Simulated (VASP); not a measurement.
# CaO (eos) (Fm-3m) in VASP: notebook

CaO (eos) is run at these levels: LDA; tasks: single point, relaxation of cell and atoms.

Program: VASP 6.6.1. These are calculated values, not measurements. Logs are shortened: lines on timing, memory, paths and dates and some standing lists are left out, and cuts for length are marked.

### 1 The cell of the first run

It takes space group Fm-3m (No. 225, cubic). Conventional cell: a = 4.800 Å, b = 4.800 Å, c = 4.800 Å, α = 90.00°, β = 90.00°, γ = 90.00°. Within 3.2 Å of Ca (site symmetry m-3m) lie 6 O at 2.40 Å. Within 3.2 Å of O (site symmetry m-3m) lie 6 Ca at 2.40 Å.

### 2 Single point, LDA (volume scaled by 1.06)

The input, INCAR:

```
SYSTEM = CaO
PREC = Accurate ; ENCUT = 600
EDIFF = 1E-6 ; ISMEAR = 0
SIGMA = 0.02 ; LREAL = .False.
LASPH = .True. ; NELM = 120
ALGO = Normal ; ISIF = 2
LWAVE = .False. ; LCHARG = .False.
NBANDS = 15 ; GGA_COMPAT = .False.
```

The input, KPOINTS:

```
Automatic mesh
0
Gamma
  8 8 8
  0 0 0
```

The input, POSCAR:

```
CaO
1.0
    0.0000000000      2.3998898440      2.3998898440
    2.3998898440      0.0000000000      2.3998898440
    2.3998898440      2.3998898440      0.0000000000
Ca O
1 1
Direct
    0.0000000000      0.0000000000      0.0000000000
    0.5000000000      0.5000000000      0.5000000000
```

Potentials or basis: VASP PAW LDA potentials, release 64 (Ca_sv, O).

The run is started by

```bash
cat potpaw_LDA.64/Ca_sv/POTCAR potpaw_LDA.64/O/POTCAR > POTCAR
mpirun -np 1 vasp_std > vasp.out
```

OUTCAR:

```text
SYSTEM = CaO
   PREC = Accurate
   ENCUT = 600
   EDIFF = 1E-6
   ISMEAR = 0
   LREAL = .False.
   LASPH = .True.
   NELM = 120
   ISIF = 2

 ion  position               nearest neighbor table
   1  0.000  0.000  0.000-   2 2.40   2 2.40   2 2.40   2 2.40   2 2.40   2 2.40
   2  0.500  0.500  0.500-   1 2.40   1 2.40   1 2.40   1 2.40   1 2.40   1 2.40

  LATTYP: Found a face centered cubic cell.
 ALAT       =     4.7997796880

  Lattice vectors:

 A1 = (   0.0000000000,   2.3998898440,   2.3998898440)
 A2 = (   2.3998898440,   0.0000000000,   2.3998898440)
 A3 = (   2.3998898440,   2.3998898440,   0.0000000000)

Analysis of symmetry for initial positions (statically):
=====================================================================
 Subroutine PRICEL returns:
 Original cell was already a primitive cell.

 Routine SETGRP: Setting up the symmetry group for a
 face centered cubic supercell.

 Subroutine GETGRP returns: Found 48 space group operations
[... 9 lines left out ...]

 Routine SETGRP: Setting up the symmetry group for a
 face centered cubic supercell.

 Subroutine GETGRP returns: Found 48 space group operations
[... 11 lines left out ...]
                                     Primitive cell

  volume of cell :      27.6442

  direct lattice vectors                    reciprocal lattice vectors
     0.000000000  2.399889844  2.399889844    -0.208342896  0.208342896  0.208342896
     2.399889844  0.000000000  2.399889844     0.208342896 -0.208342896  0.208342896
     2.399889844  2.399889844  0.000000000     0.208342896  0.208342896 -0.208342896

  length of vectors
     3.393956766  3.393956766  3.393956766     0.360860481  0.360860481  0.360860481

  position of ions in fractional coordinates (direct lattice)
     0.000000000  0.000000000  0.000000000
     0.500000000  0.500000000  0.500000000

  ion indices of the primitive-cell ions
   primitive index   ion index
                 1           1
                 2           2

----------------------------------------------------------------------------------------

 KPOINTS: Automatic mesh

Automatic generation of k-mesh.
 Grid dimensions read from file:
 generate k-points for:    8    8    8

 Generating k-lattice:

  Cartesian coordinates                     Fractional coordinates (reciprocal lattice)
    -0.026042862  0.026042862  0.026042862     0.125000000  0.000000000  0.000000000
     0.026042862 -0.026042862  0.026042862     0.000000000  0.125000000  0.000000000
     0.026042862  0.026042862 -0.026042862     0.000000000  0.000000000  0.125000000

  Length of vectors
     0.045107560  0.045107560  0.045107560

  Shift w.r.t. Gamma in fractional coordinates (k-lattice)
     0.000000000  0.000000000  0.000000000

 Subroutine IBZKPT returns following result:
[... 63 lines left out ...]
   EFERMI =   0.00;   METHOD = LEGACY
   ISMEAR =     0;   SIGMA  =   0.02  broadening in eV -4-tet -1-fermi 0-gaus
   EFERMI_NEDOS =   21; number of points for ismear=-14 and -15
   IALGO  =     38    algorithm
   IMIX   =      4    mixing-type and parameters
     AMIX     =   0.40;   BMIX     =  1.00
     AMIX_MAG =   1.60;   BMIX_MAG =  1.00
  volume/ion in A,a.u.               =      13.82        93.28
  Fermi-wavevector in a.u.,A,eV,Ry     =   1.364311  2.578175 25.325146  1.861346
  Thomas-Fermi vector in A             =   2.490638
   LORBIT       =      0    0 simple, 1 ext, 2 COOP (PROOUT), +10 PAW based schemes
   GGA     = CA    functional components
   LHFCALC =     F    Hartree Fock is set to
   AEXX    =    0.0000 exact exchange contribution
   IVDW    =     0    specifies the selected vdW correction
   LEPSILON=     F    determine dielectric tensor
   LRPA    =     F    only Hartree local field effects (RPA)
 non-spin polarized calculation
 Gauss-broadening in eV      SIGMA  =   0.02
  energy-cutoff  :      600.00
  volume of cell :       27.64
 maximum number of plane-waves:       941
   NGX = 13   NGY = 13   NGZ = 13

 number of electron      15.9999997 magnetization

 Free energy of the ion-electron system (eV)
  ---------------------------------------------------
  ext. energy  EPLUGINS =         0.00000000
  ---------------------------------------------------
  free energy    TOTEN  =       -14.19914406 eV

  energy without entropy =      -14.19914406  energy(sigma->0) =      -14.19914406

 E-fermi :   2.1945     XC(G=0): -11.0497

 val. band max:        2.0359946935   @ k =   0.0000   0.0000   0.0000
 cond. band min:       5.4942820944   @ k =   0.5000   0.5000   0.0000
 fundamental gap:      3.4582874008
 Fermi energy:         2.1945260529

 k-point     1 :       0.0000    0.0000    0.0000
  band No.  band energies     occupation
      1     -35.0070      2.00000
      2     -16.0515      2.00000
      3     -16.0515      2.00000
      4     -16.0515      2.00000
      5     -13.1802      2.00000
      6       2.0360      2.00000
      7       2.0360      2.00000
      8       2.0360      2.00000
      9       6.6335      0.00000
     10       8.1558      0.00000
     11       8.1558      0.00000
     12       8.1558      0.00000
     13       9.7236      0.00000
     14       9.7236      0.00000
[... 401 lines left out ...]
      2     -16.9975      2.00000
      3     -16.3096      2.00000
      4     -16.1864      2.00000
      5     -12.2053      2.00000
      6      -0.0735      2.00000
      7       0.8817      2.00000
      8       0.9522      2.00000
      9       8.6956      0.00000
     10       8.7630      0.00000
     11      10.7820      0.00000
     12      10.9764      0.00000
     13      12.2819      0.00000
     14      13.9005      0.00000
     15      15.7420      0.00000

 [... further k-points ...]

------------------------ aborting loop because EDIFF is reached ----------------------------------------

  FORCE on cell =-STRESS in cart. coord.  units (eV):
  Direction    XX          YY          ZZ          XY          YZ          ZX
  --------------------------------------------------------------------------------------
  -------------------------------------------------------------------------------------
  Total       -1.0199750     -1.0199750     -1.0199750      0.0000000      0.0000000     -0.0000000
  in kB      -59.1147976    -59.1147976    -59.1147976      0.0000000      0.0000000     -0.0000000
  external PRESSURE =     -59.1147976 kB  Pullay stress =       0.0000000 kB

 VOLUME and BASIS-vectors are now :
 -----------------------------------------------------------------------------
  energy-cutoff  :      600.00
  volume of cell :       27.64
      direct lattice vectors                 reciprocal lattice vectors
     0.000000000  2.399889844  2.399889844    -0.208342896  0.208342896  0.208342896
     2.399889844  0.000000000  2.399889844     0.208342896 -0.208342896  0.208342896
     2.399889844  2.399889844  0.000000000     0.208342896  0.208342896 -0.208342896

 POSITION                                       TOTAL-FORCE (eV/Angst)
 -----------------------------------------------------------------------------------
      0.00000      0.00000      0.00000         0.000000      0.000000     -0.000000
      2.39989      2.39989      2.39989        -0.000000     -0.000000      0.000000
 -----------------------------------------------------------------------------------
    total drift:                                0.000000      0.000000      0.000000

  FREE ENERGIE OF THE ION-ELECTRON SYSTEM (eV)
  ---------------------------------------------------
  free  energy   TOTEN  =       -14.1991440583 eV

  energy  without entropy=      -14.1991440583  energy(sigma->0) =      -14.19914406
```

OSZICAR:

```text
N       E                     dE             d eps       ncg     rms          rms(c)
DAV:   1     0.131551181803E+03    0.13155E+03   -0.91204E+03   870   0.121E+03
DAV:   2    -0.100952941652E+02   -0.14165E+03   -0.13200E+03  1087   0.304E+02
DAV:   3    -0.157343048714E+02   -0.56390E+01   -0.55990E+01  1024   0.632E+01
DAV:   4    -0.158986994423E+02   -0.16439E+00   -0.16425E+00  1293   0.914E+00
DAV:   5    -0.158997625171E+02   -0.10631E-02   -0.10631E-02   982   0.724E-01    0.843E+00
DAV:   6    -0.143537636338E+02    0.15460E+01   -0.48860E+00   962   0.216E+01    0.374E+00
DAV:   7    -0.142347305982E+02    0.11903E+00   -0.42277E-01   954   0.677E+00    0.181E+00
DAV:   8    -0.141999225633E+02    0.34808E-01   -0.81236E-02  1094   0.295E+00    0.362E-01
DAV:   9    -0.141990329414E+02    0.88962E-03   -0.40005E-03   969   0.494E-01    0.987E-02
DAV:  10    -0.141991596009E+02   -0.12666E-03   -0.24206E-04  1152   0.156E-01    0.376E-02
DAV:  11    -0.141991444283E+02    0.15173E-04   -0.19287E-05  1166   0.524E-02    0.702E-03
DAV:  12    -0.141991440583E+02    0.37008E-06   -0.34246E-06  1080   0.167E-02
   1 F= -.14199144E+02 E0= -.14199144E+02  d E =-.341483E-31
```

stdout:

```text
POSCAR found type information on POSCAR CaO
 POSCAR found :  2 types and       2 ions
 scaLAPACK will be used
 LDA part: xc-table for (Slater(with rela. corr.)+CA(PZ))
 , standard interpolation
 POSCAR, INCAR and KPOINTS ok, starting setup
 FFT: planning ... GRIDC
 FFT: planning ... GRID_SOFT
 FFT: planning ... GRID
 WAVECAR not read
 entering main loop
```

It took 17 s on 1 thread of Intel Xeon 8259CL, shared host; peak memory 0.15 GiB.

What came out:

```yaml
Free_energy: -14.1991 eV
Pressure: -5.9 GPa
Band_gap_on_the_k_mesh: 3.46 eV, indirect (least direct gap 3.83 eV)
```

### 3 Single point, LDA (volume scaled by 1.09)

The input, INCAR:

```
PREC     = Accurate       # precision mode
ENCUT    = 600            # plane-wave cutoff, eV
EDIFF    = 1E-6           # SCF threshold, eV
ISMEAR   = 0              # smearing method
SIGMA    = 0.02           # smearing width, eV
LREAL    = F              # projectors in reciprocal space
LASPH    = T              # aspherical terms in the spheres
NELM     = 120            # most SCF steps
ALGO     = Normal         # electronic algorithm
ISIF     = 2              # what is computed and relaxed
LWAVE    = F              # write WAVECAR
LCHARG   = F              # write CHGCAR
GGA      = CA             # functional
NBANDS   = 15             # bands
GGA_COMPAT= F
```

The input, KPOINTS:

```
regular mesh
0
Gamma
  8 8 8
```

The input, POSCAR:

```
CaO
1.0
    0.0000000000      2.4223200211      2.4223200211
    2.4223200211      0.0000000000      2.4223200211
    2.4223200211      2.4223200211      0.0000000000
Ca O
1 1
Direct
    0.0000000000      0.0000000000      0.0000000000
    0.5000000000      0.5000000000      0.5000000000
```

Potentials or basis: VASP PAW LDA potentials, release 64 (Ca_sv, O).

The run is started by

```bash
cat potpaw_LDA.64/Ca_sv/POTCAR potpaw_LDA.64/O/POTCAR > POTCAR
mpirun -np 1 vasp_std > vasp.out
```

Run time: 20 s. Hardware: 1 thread of Intel Xeon 8259CL, shared host; peak memory 0.15 GiB.

Results (log left out):

| Quantity | Value |
| --- | --- |
| Free energy | -14.1647 eV |
| Pressure | -8.6 GPa |
| Band gap on the k mesh | 3.47 eV, indirect (least direct gap 3.85 eV) |

Levels at points of the mesh, in eV from the valence-band top:
```tsv
k point	band 5	band 6	band 7	band 8	band 9	band 10	band 11	band 12
(0.00, 0.00, 0.00)	-15.16	0.00	0.00	0.00	4.38	6.05	6.05	6.05
(0.50, 0.00, 0.00)	-14.00	-2.65	-1.18	-1.18	6.85	8.14	8.18	8.18
(0.50, 0.50, 0.00)	-14.91	-1.32	-0.38	-0.38	3.47	7.84	8.74	9.38
```

 A k mesh can miss the band edges.

[end of part 1 of 2]
